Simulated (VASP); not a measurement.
# Cs2LiMoF6 (Fm-3m) in VASP: single point with PBE

Aim: the single point of Cs2LiMoF6 with PBE.

All numbers are computed with VASP 6.6.1; they aren't measurements. Logs are shortened: lines on timing, memory, paths and dates and some standing lists are left out, and cuts for length are marked.

**1. The cell of the first run**

It takes space group Fm-3m (No. 225, cubic). The conventional cell has a = 8.784 Å, b = 8.784 Å, c = 8.784 Å, α = 90.00°, β = 90.00°, γ = 90.00°. Cs (site symmetry -43m) has 12 F at 3.11 Å and 4 Li at 3.80 Å and 4 Mo at 3.80 Å within 4.1 Å. Li (site symmetry m-3m) has 6 F at 2.30 Å within 3.0 Å. Within 2.8 Å of Mo (site symmetry m-3m) lie 6 F at 2.09 Å. Within 2.8 Å of F (site symmetry 4mm) lie 1 Mo at 2.09 Å and 1 Li at 2.30 Å.

**2. Single point, PBE, collinear spin**

INCAR

```
SYSTEM = Cs2LiMoF6
PREC     = Accurate       ! precision mode
ENCUT    = 750            ! plane-wave cutoff, eV
EDIFF    = 1E-6           ! SCF threshold, eV
ISMEAR   = 1              ! smearing method
SIGMA    = 0.1            ! smearing width, eV
LREAL    = .False.        ! projectors in reciprocal space
LASPH    = .True.         ! aspherical terms in the spheres
NELM     = 200            ! most SCF steps
ALGO     = Normal         ! electronic algorithm
ISIF     = 2              ! what is computed and relaxed
LWAVE    = .False.        ! write WAVECAR
LCHARG   = .False.        ! write CHGCAR
ISPIN    = 2              ! spin polarisation
MAGMOM   = 0 0 0 1 0 0 0 0 0 0 ! initial moments
LORBIT   = 11             ! projections on sites
LMAXMIX  = 4              ! l up to which the mixer works
GGA      = PE             ! functional
NBANDS   = 54             ! bands
GGA_COMPAT= .False.
```

KPOINTS

```
regular mesh
0
Gamma
  5 5 5
  0 0 0
```

POSCAR

```
Cs2LiMoF6
1.0
    0.0000000000      4.3919535989      4.3919535989
    4.3919535989      0.0000000000      4.3919535989
    4.3919535989      4.3919535989      0.0000000000
Cs Li Mo F
2 1 1 6
Direct
    0.2500000000      0.2500000000      0.2500000000
    0.7500000000      0.7500000000      0.7500000000
    0.5000000000      0.5000000000      0.5000000000
    0.0000000000      0.0000000000      0.0000000000
    0.2382483854      0.2382483854      0.7617516146
    0.2382483854      0.7617516146      0.7617516146
    0.7617516146      0.7617516146      0.2382483854
    0.2382483854      0.7617516146      0.2382483854
    0.7617516146      0.2382483854      0.7617516146
    0.7617516146      0.2382483854      0.2382483854
```

Potentials or basis: VASP PAW PBE potentials, release 64 (Cs_sv, Li_sv, Mo_sv, F).

On the command line:

```
cat potpaw_PBE.64/Cs_sv/POTCAR potpaw_PBE.64/Li_sv/POTCAR potpaw_PBE.64/Mo_sv/POTCAR potpaw_PBE.64/F/POTCAR > POTCAR
mpirun -np 1 vasp_std > vasp.out
```

OUTCAR:

```text
SYSTEM = Cs2LiMoF6
   PREC = Accurate
   ENCUT = 750
   EDIFF = 1E-6
   ISMEAR = 1
   LREAL = .False.
   LASPH = .True.
   NELM = 200
   ISIF = 2
   ISPIN = 2
   LORBIT = 11
   GGA = PE

 ion  position               nearest neighbor table
   1  0.250  0.250  0.250-
   2  0.750  0.750  0.750-
   3  0.500  0.500  0.500-
   4  0.000  0.000  0.000-   5 2.09   6 2.09   7 2.09   8 2.09   9 2.09  10 2.09
   5  0.238  0.238  0.762-   4 2.09
   6  0.238  0.762  0.762-   4 2.09
   7  0.762  0.762  0.238-   4 2.09
   8  0.238  0.762  0.238-   4 2.09
   9  0.762  0.238  0.762-   4 2.09
  10  0.762  0.238  0.238-   4 2.09

  LATTYP: Found a face centered cubic cell.
 ALAT       =     8.7839071978

  Lattice vectors:

 A1 = (   0.0000000000,   4.3919535989,   4.3919535989)
 A2 = (   4.3919535989,   0.0000000000,   4.3919535989)
 A3 = (   4.3919535989,   4.3919535989,   0.0000000000)

Analysis of symmetry for initial positions (statically):
=====================================================================
 Subroutine PRICEL returns:
 Original cell was already a primitive cell.

 Routine SETGRP: Setting up the symmetry group for a
 face centered cubic supercell.

 Subroutine GETGRP returns: Found 48 space group operations
 (whereof 48 operations were pure point group operations)
 out of a pool of 48 trial point group operations.

The static configuration has the point symmetry O_h .

Analysis of symmetry for dynamics (positions and initial velocities):
=====================================================================
 Subroutine PRICEL returns:
 Original cell was already a primitive cell.

 Routine SETGRP: Setting up the symmetry group for a
 face centered cubic supercell.

 Subroutine GETGRP returns: Found 48 space group operations
 (whereof 48 operations were pure point group operations)
 out of a pool of 48 trial point group operations.

The dynamic configuration has the point symmetry O_h .

Analysis of structural, dynamic, and magnetic symmetry:
=====================================================================
 Subroutine PRICEL returns:
 Original cell was already a primitive cell.

 Routine SETGRP: Setting up the symmetry group for a
 face centered cubic supercell.

 Subroutine GETGRP returns: Found 48 space group operations
 (whereof 48 operations were pure point group operations)
 out of a pool of 48 trial point group operations.

The overall configuration has the point symmetry O_h .

 Subroutine INISYM returns: Found 48 space group operations
 (whereof 48 operations are pure point group operations),
 and found     1 'primitive' translations

----------------------------------------------------------------------------------------

                                     Primitive cell

  volume of cell :     169.4350

  direct lattice vectors                    reciprocal lattice vectors
     0.000000000  4.391953599  4.391953599    -0.113844554  0.113844554  0.113844554
     4.391953599  0.000000000  4.391953599     0.113844554 -0.113844554  0.113844554
     4.391953599  4.391953599  0.000000000     0.113844554  0.113844554 -0.113844554

  length of vectors
     6.211160345  6.211160345  6.211160345     0.197184552  0.197184552  0.197184552

  position of ions in fractional coordinates (direct lattice)
     0.250000000  0.250000000  0.250000000
     0.750000000  0.750000000  0.750000000
     0.500000000  0.500000000  0.500000000
     0.000000000  0.000000000  0.000000000
     0.238248385  0.238248385  0.761751615
     0.238248385  0.761751615  0.761751615
     0.761751615  0.761751615  0.238248385
     0.238248385  0.761751615  0.238248385
     0.761751615  0.238248385  0.761751615
     0.761751615  0.238248385  0.238248385

  ion indices of the primitive-cell ions
   primitive index   ion index
                 1           1
                 2           2
[... 43 lines left out ...]
 -0.200000  0.200000  0.000000     12.000000
  0.400000  0.400000  0.000000      6.000000
 -0.400000  0.400000  0.000000     12.000000
 -0.400000  0.400000  0.200000     24.000000
   k-points           NKPTS =     10   k-points in BZ     NKDIM =     10   number of bands    NBANDS=     54
   number of dos      NEDOS =    301   number of ions     NIONS =     10
   total plane-waves  NPLWV = 175616
   dimension x,y,z NGX =    56 NGY =   56 NGZ =   56
   dimension x,y,z NGXF=   112 NGYF=  112 NGZF=  112
   ions per type =               2   1   1   6
   NGX,Y,Z   is equivalent  to a cutoff of  14.99, 14.99, 14.99 a.u.
   NGXF,Y,Z  is equivalent  to a cutoff of  29.98, 29.98, 29.98 a.u.
 SYSTEM =  Cs2LiMoF6
   PREC   = accura    normal or accurate (medium, high low for compatibility)
   ISTART =      0    job   : 0-new  1-cont  2-samecut
   ICHARG =      2    charge: 1-file 2-atom 10-const
   ISPIN  =      2    spin polarized calculation?
   LNONCOLLINEAR =      F non collinear calculations
   LSORBIT =      F    spin-orbit coupling
   LASPH  =      T    aspherical Exc in radial PAW
   ENCUT  =  750.0 eV  55.12 Ry    7.42 a.u.  13.87 13.87 13.87*2*pi/ulx,y,z
   NELM   =    200;   NELMIN=  2; NELMDL= -5     # of ELM steps
   EDIFF  = 0.1E-05   stopping-criterion for ELM
   LREAL  =      F    real-space projection
[... 7 lines left out ...]
   TEBEG  =    0.0;   TEEND  =   0.0 temperature during run
   PSTRESS=    0.0 pullay stress
   NELECT =      77.0000    total number of electrons
   NUPDOWN=      -1.0000    fix difference up-down
   EMIN   =  10.00;   EMAX   =-10.00  energy-range for DOS
   EFERMI =   0.00;   METHOD = LEGACY
   ISMEAR =     1;   SIGMA  =   0.10  broadening in eV -4-tet -1-fermi 0-gaus
   EFERMI_NEDOS =   21; number of points for ismear=-14 and -15
   IALGO  =     38    algorithm
   IMIX   =      4    mixing-type and parameters
     AMIX     =   0.40;   BMIX     =  1.00
     AMIX_MAG =   1.60;   BMIX_MAG =  1.00
  volume/ion in A,a.u.               =      16.94       114.34
  Fermi-wavevector in a.u.,A,eV,Ry     =   1.258647  2.378498 21.554250  1.584193
  Thomas-Fermi vector in A             =   2.392246
   LORBIT       =     11    0 simple, 1 ext, 2 COOP (PROOUT), +10 PAW based schemes
   GGA     = PE    functional components
   LHFCALC =     F    Hartree Fock is set to
   AEXX    =    0.0000 exact exchange contribution
   IVDW    =     0    specifies the selected vdW correction
   LEPSILON=     F    determine dielectric tensor
   LRPA    =     F    only Hartree local field effects (RPA)
 spin polarized calculation
 Methfessel and Paxton  Order N= 1 SIGMA  =   0.10
  energy-cutoff  :      750.00
  volume of cell :      169.44
 maximum number of plane-waves:      7925
   NGX = 27   NGY = 27   NGZ = 27

 number of electron      77.0000012 magnetization       3.0000023

 Free energy of the ion-electron system (eV)
  ---------------------------------------------------
  ext. energy  EPLUGINS =         0.00000000
  ---------------------------------------------------
  free energy    TOTEN  =       -51.70029910 eV

  energy without entropy =      -51.71036275  energy(sigma->0) =      -51.70365365

 E-fermi :   2.7197     XC(G=0):  -9.3099

 val. band max:        2.6704905526   @ k =  -0.4000   0.4000   0.0000
 cond. band min:       4.7852316136   @ k =   0.0000   0.0000   0.0000
 fundamental gap:      2.1147410610
 Fermi energy:         2.7197274521

 spin component 1

 k-point     1 :       0.0000    0.0000    0.0000
  band No.  band energies     occupation
      1     -59.4079      1.00000
      2     -43.7965      1.00000
      3     -33.6261      1.00000
      4     -33.6261      1.00000
      5     -33.6260      1.00000
      6     -21.1181      1.00000
[... 519 lines left out ...]
     49       9.6184      0.00000
     50      10.1373      0.00000
 Fermi energy:         2.7197274521

 spin component 2

 k-point     1 :       0.0000    0.0000    0.0000
  band No.  band energies     occupation
      1     -57.6766      1.00000
      2     -43.7977      1.00000
      3     -31.7418      1.00000
      4     -31.7418      1.00000
      5     -31.7418      1.00000
      6     -21.0437      1.00000
[... 519 lines left out ...]
     49       9.7517      0.00000
     50      10.2333      0.00000
 [bands above 50 left out]

------------------------ aborting loop because EDIFF is reached ----------------------------------------

  FORCE on cell =-STRESS in cart. coord.  units (eV):
  Direction    XX          YY          ZZ          XY          YZ          ZX
  --------------------------------------------------------------------------------------
  -------------------------------------------------------------------------------------
  Total        0.0212898      0.0212898      0.0212898      0.0000000     -0.0000000      0.0000000
  in kB        0.2013164      0.2013164      0.2013164      0.0000000     -0.0000000      0.0000000
  external PRESSURE =       0.2013164 kB  Pullay stress =       0.0000000 kB

 VOLUME and BASIS-vectors are now :
 -----------------------------------------------------------------------------
  energy-cutoff  :      750.00
  volume of cell :      169.44
      direct lattice vectors                 reciprocal lattice vectors
     0.000000000  4.391953599  4.391953599    -0.113844554  0.113844554  0.113844554
     4.391953599  0.000000000  4.391953599     0.113844554 -0.113844554  0.113844554
     4.391953599  4.391953599  0.000000000     0.113844554  0.113844554 -0.113844554

 POSITION                                       TOTAL-FORCE (eV/Angst)
 -----------------------------------------------------------------------------------
      2.19598      2.19598      2.19598         0.000000      0.000000      0.000000
      6.58793      6.58793      6.58793        -0.000000     -0.000000     -0.000000
      4.39195      4.39195      4.39195        -0.000000      0.000000      0.000000
      0.00000      0.00000      0.00000         0.000000      0.000000      0.000000
      4.39195      4.39195      2.09275         0.000000      0.000000      0.037402
      6.69116      4.39195      4.39195        -0.037402      0.000000      0.000000
      4.39195      4.39195      6.69116         0.000000      0.000000     -0.037402
      4.39195      2.09275      4.39195         0.000000      0.037402      0.000000
      4.39195      6.69116      4.39195         0.000000     -0.037402      0.000000
      2.09275      4.39195      4.39195         0.037402      0.000000      0.000000
 -----------------------------------------------------------------------------------
    total drift:                               -0.000000     -0.000000      0.000000

  FREE ENERGIE OF THE ION-ELECTRON SYSTEM (eV)
  ---------------------------------------------------
  free  energy   TOTEN  =       -51.7002990968 eV

  energy  without entropy=      -51.7103627508  energy(sigma->0) =      -51.70365365

 total charge

# of ion       s       p       d       tot
------------------------------------------
    1        1.834   4.730   0.033   6.596
    2        1.834   4.730   0.033   6.596
    3        1.995   0.017   0.000   2.013
    4        2.199   6.135   3.690  12.024
    5        1.729   4.354   0.000   6.083
    6        1.729   4.354   0.000   6.083
    7        1.729   4.354   0.000   6.083
    8        1.729   4.354   0.000   6.083
    9        1.729   4.354   0.000   6.083
   10        1.729   4.354   0.000   6.083
--------------------------------------------------
tot         18.235  41.738   3.756  63.729

 magnetization (x)

# of ion       s       p       d       tot
------------------------------------------
    1       -0.000  -0.000   0.001   0.001
    2       -0.000  -0.000   0.001   0.001
    3       -0.000  -0.000   0.000  -0.000
    4        0.018   0.018   2.496   2.533
    5        0.000   0.035   0.000   0.035
    6        0.000   0.035   0.000   0.035
    7        0.000   0.035   0.000   0.035
    8        0.000   0.035   0.000   0.035
    9        0.000   0.035   0.000   0.035
   10        0.000   0.035   0.000   0.035
--------------------------------------------------
tot          0.019   0.227   2.498   2.743
```

It took 8.8 min on 1 thread of Intel Xeon 8259CL, shared host; peak memory 0.68 GiB.

Results:

```yaml
Free_energy: -51.7003 eV
Pressure: 0.0 GPa
Largest_force: 0.037 eV/Å
Band_gap_on_the_k_mesh: 2.11 eV (least direct gap 2.17 eV)
Net_moment: 3.00 μB per cell
Site_moments: Cs +0.00; Li -0.00; Mo +2.53; F +0.04 μB
Valence_electrons_inside_the_program's_atomic_spheres: Cs 6.60; Li 2.01; Mo 12.02; F 6.08
```

Forces in eV/Å, atoms in the order of the input:
```
Cs   0.000  0.000  0.000
Cs   0.000  0.000  0.000
Li   0.000  0.000  0.000
Mo   0.000  0.000  0.000
F    0.000  0.000  0.037
F   -0.037  0.000  0.000
F    0.000  0.000 -0.037
F    0.000  0.037  0.000
F    0.000 -0.037  0.000
F    0.037  0.000  0.000
```

Caveat: spin-orbit coupling is left out, which moves the levels of the heavy elements; an odd mesh through Γ misses points on the zone boundary, where band edges can lie.
